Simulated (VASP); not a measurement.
# InGa3As4 (P-4m2) in VASP: further runs

The runs below take InGa3As4 through single point, with PBE.

Program: VASP 6.6.1. These are calculated values, not measurements. Logs are shortened: lines on timing, memory, paths and dates and some standing lists are left out, and cuts for length are marked.

## Step 1: The cell of the first run

The structure is tetragonal, space group P-4m2 (No. 115). Conventional cell: a = 4.159 Å, b = 4.159 Å, c = 11.642 Å, α = 90.00°, β = 90.00°, γ = 90.00°. In (site symmetry -4m2) has 4 As at 2.64 Å within 3.5 Å. Within 3.3 Å of Ga (site symmetry 2mm) lie 4 As at 2.50 to 2.51 Å. Within 3.3 Å of Ga (site symmetry -4m2) lie 4 As at 2.51 Å. Within 3.3 Å of As (site symmetry 2mm) lie 2 Ga at 2.50 Å and 2 In at 2.64 Å. As (site symmetry 2mm) has 4 Ga at 2.51 Å within 3.3 Å.

## Step 2: Single point, PBE

The input, INCAR:

```
SYSTEM = InGa3As4
ALGO     = Normal         ! electronic algorithm
EDIFF    = 1E-7           ! SCF threshold, eV
ENCUT    = 520            ! plane-wave cutoff, eV
GGA      = PE             ! functional
ISIF     = 2              ! what is computed and relaxed
ISMEAR   = 0              ! smearing method
LASPH    = .True.         ! aspherical terms in the spheres
LCHARG   = .False.        ! write CHGCAR
LREAL    = .False.        ! projectors in reciprocal space
LWAVE    = .False.        ! write WAVECAR
NBANDS   = 46             ! bands
NELM     = 100            ! most SCF steps
PREC     = Accurate       ! precision mode
SIGMA    = 0.1            ! smearing width, eV
```

The input, KPOINTS:

```
k-points
0
Gamma
  4 4 2
  0 0 0
```

The input, POSCAR:

```
InGa3As4
1.0
    4.1592787267      0.0000000000      0.0000000000
    0.0000000000      4.1592787267      0.0000000000
    0.0000000000      0.0000000000     11.6415730272
In Ga As
1 3 4
Direct
    0.5000000000      0.5000000000      0.0000000000
    0.0000000000      0.0000000000      0.7413112175
    0.0000000000      0.0000000000      0.2586887825
    0.5000000000      0.5000000000      0.5000000000
    0.5000000000      0.0000000000      0.1397172996
    0.0000000000      0.5000000000      0.3794634914
    0.5000000000      0.0000000000      0.6205365086
    0.0000000000      0.5000000000      0.8602827004
```

Potentials or basis: VASP PAW PBE potentials, release 64 (In_d, Ga_d, As).

The run is started by

```sh
> cat potpaw_PBE.64/In_d/POTCAR potpaw_PBE.64/Ga_d/POTCAR potpaw_PBE.64/As/POTCAR > POTCAR
> mpirun -np 1 vasp_std > vasp.out
```

OUTCAR:

```text
SYSTEM = InGa3As4
   EDIFF = 1E-7
   ENCUT = 520
   GGA = PE
   ISIF = 2
   ISMEAR = 0
   LASPH = .True.
   LREAL = .False.
   NELM = 100
   PREC = Accurate

 ion  position               nearest neighbor table
   1  0.500  0.500  0.000-   5 2.64   8 2.64   5 2.64   8 2.64
   2  0.000  0.000  0.741-   8 2.50   8 2.50   7 2.51   7 2.51
   3  0.000  0.000  0.259-   5 2.50   5 2.50   6 2.51   6 2.51
   4  0.500  0.500  0.500-   6 2.51   7 2.51   7 2.51   6 2.51
   5  0.500  0.000  0.140-   3 2.50   3 2.50   1 2.64   1 2.64
   6  0.000  0.500  0.379-   4 2.51   4 2.51   3 2.51   3 2.51
   7  0.500  0.000  0.621-   4 2.51   4 2.51   2 2.51   2 2.51
   8  0.000  0.500  0.860-   2 2.50   2 2.50   1 2.64   1 2.64

  LATTYP: Found a simple tetragonal cell.
 ALAT       =     4.1592787267
 C/A-ratio  =     2.7989403433

  Lattice vectors:

 A1 = (   4.1592787267,   0.0000000000,   0.0000000000)
 A2 = (   0.0000000000,   4.1592787267,   0.0000000000)
 A3 = (   0.0000000000,   0.0000000000,  11.6415730272)

Analysis of symmetry for initial positions (statically):
=====================================================================
 Subroutine PRICEL returns:
 Original cell was already a primitive cell.

 Routine SETGRP: Setting up the symmetry group for a
 simple tetragonal supercell.

 Subroutine GETGRP returns: Found  8 space group operations
 (whereof  8 operations were pure point group operations)
 out of a pool of 16 trial point group operations.

The static configuration has the point symmetry D_2d.

Analysis of symmetry for dynamics (positions and initial velocities):
=====================================================================
 Subroutine PRICEL returns:
 Original cell was already a primitive cell.

 Routine SETGRP: Setting up the symmetry group for a
 simple tetragonal supercell.

 Subroutine GETGRP returns: Found  8 space group operations
 (whereof  8 operations were pure point group operations)
 out of a pool of 16 trial point group operations.

The dynamic configuration has the point symmetry D_2d.

 Subroutine INISYM returns: Found  8 space group operations
 (whereof  8 operations are pure point group operations),
 and found     1 'primitive' translations

----------------------------------------------------------------------------------------

                                     Primitive cell

  volume of cell :     201.3946

[... 92 lines left out ...]
   NFREE  =      0    steps in history (QN), initial steepest desc. (CG)
   ISIF   =      2    stress and relaxation
   ISYM   =      2    0-nonsym 1-usesym 2-fastsym
   POTIM  = 0.5000    time-step for ionic-motion
   TEBEG  =    0.0;   TEEND  =   0.0 temperature during run
   PSTRESS=    0.0 pullay stress
   NELECT =      72.0000    total number of electrons
   NUPDOWN=      -1.0000    fix difference up-down
   EMIN   =  10.00;   EMAX   =-10.00  energy-range for DOS
   EFERMI =   0.00;   METHOD = LEGACY
   ISMEAR =     0;   SIGMA  =   0.10  broadening in eV -4-tet -1-fermi 0-gaus
   EFERMI_NEDOS =   21; number of points for ismear=-14 and -15
   IALGO  =     38    algorithm
   IMIX   =      4    mixing-type and parameters
     AMIX     =   0.40;   BMIX     =  1.00
     AMIX_MAG =   1.60;   BMIX_MAG =  1.00
  volume/ion in A,a.u.               =      25.17       169.88
  Fermi-wavevector in a.u.,A,eV,Ry     =   1.161903  2.195678 18.368108  1.350018
  Thomas-Fermi vector in A             =   2.298470
   LORBIT       =      0    0 simple, 1 ext, 2 COOP (PROOUT), +10 PAW based schemes
   GGA     = PE    functional components
   LHFCALC =     F    Hartree Fock is set to
   AEXX    =    0.0000 exact exchange contribution
   IVDW    =     0    specifies the selected vdW correction
   LEPSILON=     F    determine dielectric tensor
   LRPA    =     F    only Hartree local field effects (RPA)
 non-spin polarized calculation
 Gauss-broadening in eV      SIGMA  =   0.10
  energy-cutoff  :      520.00
  volume of cell :      201.39
 maximum number of plane-waves:      5436
 NGX is ok and might be reduce to    32
   NGX = 15   NGY = 15   NGZ = 43

 number of electron      71.9999962 magnetization

 Free energy of the ion-electron system (eV)
  ---------------------------------------------------
  ext. energy  EPLUGINS =         0.00000000
  ---------------------------------------------------
  free energy    TOTEN  =       -32.20978144 eV

  energy without entropy =      -32.20493044  energy(sigma->0) =      -32.20735594

 E-fermi :   3.6536     XC(G=0):  -9.2061

 val. band max:        3.6312612547   @ k =   0.0000   0.0000   0.0000
 cond. band min:       4.3023877517   @ k =   0.5000   0.0000   0.0000
 fundamental gap:      0.6711264970
 Fermi energy:         3.6536262403

 k-point     1 :       0.0000    0.0000    0.0000
  band No.  band energies     occupation
      1     -11.1869      2.00000
      2     -11.1656      2.00000
      3     -11.1187      2.00000
      4     -11.1182      2.00000
      5     -11.1182      2.00000
      6     -11.1097      2.00000
[... 577 lines left out ...]
     45      11.1984      0.00000
     46      11.1998      0.00000

------------------------ aborting loop because EDIFF is reached ----------------------------------------

  FORCE on cell =-STRESS in cart. coord.  units (eV):
  Direction    XX          YY          ZZ          XY          YZ          ZX
  --------------------------------------------------------------------------------------
  -------------------------------------------------------------------------------------
  Total        0.4080475      0.4080475      0.3205290      0.0000000      0.0000000      0.0000000
  in kB        3.2461872      3.2461872      2.5499416      0.0000000      0.0000000      0.0000000
  external PRESSURE =       3.0141053 kB  Pullay stress =       0.0000000 kB

 VOLUME and BASIS-vectors are now :
 -----------------------------------------------------------------------------
  energy-cutoff  :      520.00
  volume of cell :      201.39
      direct lattice vectors                 reciprocal lattice vectors
     4.159278727  0.000000000  0.000000000     0.240426301  0.000000000  0.000000000
     0.000000000  4.159278727  0.000000000     0.000000000  0.240426301  0.000000000
     0.000000000  0.000000000 11.641573027     0.000000000  0.000000000  0.085899045

 POSITION                                       TOTAL-FORCE (eV/Angst)
 -----------------------------------------------------------------------------------
      2.07964      2.07964      0.00000         0.000000      0.000000      0.000000
      0.00000      0.00000      8.63003        -0.000000      0.000000     -0.034200
      0.00000      0.00000      3.01154         0.000000      0.000000      0.034200
      2.07964      2.07964      5.82079         0.000000     -0.000000      0.000000
      2.07964      0.00000      1.62653         0.000000      0.000000     -0.000218
      0.00000      2.07964      4.41755         0.000000      0.000000     -0.003062
      2.07964      0.00000      7.22402         0.000000      0.000000      0.003062
      0.00000      2.07964     10.01504         0.000000      0.000000      0.000218
 -----------------------------------------------------------------------------------
    total drift:                                0.000000     -0.000000     -0.000000

  FREE ENERGIE OF THE ION-ELECTRON SYSTEM (eV)
  ---------------------------------------------------
  free  energy   TOTEN  =       -32.2097814403 eV

  energy  without entropy=      -32.2049304403  energy(sigma->0) =      -32.20735594
```

OSZICAR:

```text
N       E                     dE             d eps       ncg     rms          rms(c)
DAV:   1     0.654415978758E+03    0.65442E+03   -0.32364E+04  1142   0.207E+03
DAV:   2     0.759328670637E+02   -0.57848E+03   -0.55935E+03  1168   0.563E+02
DAV:   3    -0.263132400124E+02   -0.10225E+03   -0.99376E+02  1286   0.186E+02
DAV:   4    -0.327837672373E+02   -0.64705E+01   -0.64290E+01  1394   0.455E+01
DAV:   5    -0.329487010553E+02   -0.16493E+00   -0.16456E+00  1418   0.799E+00    0.692E+00
DAV:   6    -0.322657435276E+02    0.68296E+00   -0.13281E+00  1542   0.115E+01    0.378E+00
DAV:   7    -0.322057800867E+02    0.59963E-01   -0.66980E-01  1516   0.353E+00    0.101E+00
DAV:   8    -0.322066360997E+02   -0.85601E-03   -0.91084E-02  1380   0.284E+00    0.513E-01
DAV:   9    -0.322085846956E+02   -0.19486E-02   -0.92131E-03  1388   0.124E+00    0.306E-01
DAV:  10    -0.322096146951E+02   -0.10300E-02   -0.28162E-03  1474   0.636E-01    0.116E-01
DAV:  11    -0.322097638966E+02   -0.14920E-03   -0.97150E-04  1260   0.546E-01    0.472E-02
DAV:  12    -0.322097704338E+02   -0.65372E-05   -0.23109E-04  1520   0.159E-01    0.116E-02
DAV:  13    -0.322097776667E+02   -0.72329E-05   -0.53847E-05  1452   0.535E-02    0.755E-03
DAV:  14    -0.322097810985E+02   -0.34319E-05   -0.92190E-06  1316   0.373E-02    0.584E-03
DAV:  15    -0.322097814177E+02   -0.31920E-06   -0.10548E-06  1498   0.893E-03    0.129E-03
DAV:  16    -0.322097814403E+02   -0.22535E-07   -0.29391E-07  1020   0.337E-03
   1 F= -.32209781E+02 E0= -.32207356E+02  d E =-.485100E-02
```

It took 1.9 min on 1 thread of Intel Xeon Platinum 8375C at 2.90GHz (Ice Lake), shared host; peak memory 0.35 GiB.

What came out:

```yaml
Free_energy: -32.2098 eV
Pressure: 0.3 GPa
Largest_force: 0.034 eV/Å
Band_gap_on_the_k_mesh: zero (filled and empty bands touch)
```

Forces on the atoms (eV/Å):
```
In   0.000  0.000  0.000
Ga   0.000  0.000 -0.034
Ga   0.000  0.000  0.034
Ga   0.000  0.000  0.000
As   0.000  0.000  0.000
As   0.000  0.000 -0.003
As   0.000  0.000  0.003
As   0.000  0.000  0.000
```

Caveat: the k points lie up to 0.38 Å⁻¹ apart; spin-orbit coupling is left out, which moves the levels of the heavy elements.

(Part 1 of 2 ends here.)
